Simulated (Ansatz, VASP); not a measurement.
## SrTiO3 in VASP and in Ansatz

Contents of INCAR:

```
SYSTEM = SrTiO3
PREC     = Accurate       ! precision mode
ENCUT    = 520            ! plane-wave cutoff, eV
EDIFF    = 1E-7           ! SCF threshold, eV
ISMEAR   = -1             ! smearing method
SIGMA    = 0.05           ! smearing width, eV
LREAL    = .FALSE.        ! projectors in reciprocal space
LASPH    = .TRUE.         ! aspherical terms in the spheres
NELM     = 80             ! most SCF steps
ALGO     = Normal         ! electronic algorithm
ISIF     = 2              ! what is computed and relaxed
LWAVE    = .FALSE.        ! write WAVECAR
LCHARG   = .FALSE.        ! write CHGCAR
GGA      = PE             ! functional
NBANDS   = 28             ! bands
```

KPOINTS

```
Automatic mesh
0
G
  7 7 7
  0 0 0
```

File POSCAR:

```
SrTiO3
1.0
    3.9563874719      0.0000000000      0.0000000000
    0.0000000000      3.9563874719      0.0000000000
    0.0000000000      0.0000000000      3.9563874719
Sr Ti O
1 1 3
Direct
    0.0000000000      0.0000000000      0.0000000000
    0.5000000000      0.5000000000      0.5000000000
    0.0000000000      0.5000000000      0.5000000000
    0.5000000000      0.0000000000      0.5000000000
    0.5000000000      0.5000000000      0.0000000000
```

Input for Ansatz:

```yaml
crystal:
  lattice:
    - [3.9563874719, 0.0, 0.0]
    - [0.0, 3.9563874719, 0.0]
    - [0.0, 0.0, 3.9563874719]
  atoms:
    - { symbol: Sr, position: [0.0, 0.0, 0.0] }
    - { symbol: Ti, position: [0.5, 0.5, 0.5] }
    - { symbol: O, position: [0.0, 0.5, 0.5] }
    - { symbol: O, position: [0.5, 0.0, 0.5] }
    - { symbol: O, position: [0.5, 0.5, 0.0] }
kpoints:
  mp_grid: { grid: [7, 7, 7] }
  band_path:
    path:
      - [0.0, 0.0, 0.0]
      - [0.0, 0.5, 0.0]
      - [0.5, 0.5, 0.0]
      - [0.0, 0.0, 0.0]
      - [0.5, 0.5, 0.5]
      - [0.0, 0.5, 0.0]
      - [0.5, 0.5, 0.5]
      - [0.5, 0.5, 0.0]
    npoints: 5
scf:
  occupations: { method: fermi_dirac, width: 0.05 }
hamiltonian:
  xc: pbe
  pseudopotentials: { kind: all_electron, lapw: { basis_error: 0.001 } }
output:
  forces: true
  stress: true
  eigenvalues: true
```

Change from the starting cell: volume scaled by 1.04.

Alike in both runs: task single point; functional PBE; k mesh 7 × 7 × 7; occupations fermi-dirac, width 0.05 eV; no spin polarisation.

|  | VASP | Ansatz |
| --- | --- | --- |
| version | VASP 6.6.1 | Ansatz 0.2.0 |
| potentials or method | VASP PAW PBE potentials, release 64 (Sr_sv, Ti_sv, O), cutoff 520 eV | all-electron LAPW, scalar-relativistic |

```csv
,VASP,Ansatz,Ansatz less VASP
gap on the k mesh at the Fermi level (eV),1.84,1.87,+0.024
pressure (GPa),-1.9,-2.5,-0.60
```

Ansatz ran all-electron here, and VASP with PAW potentials.
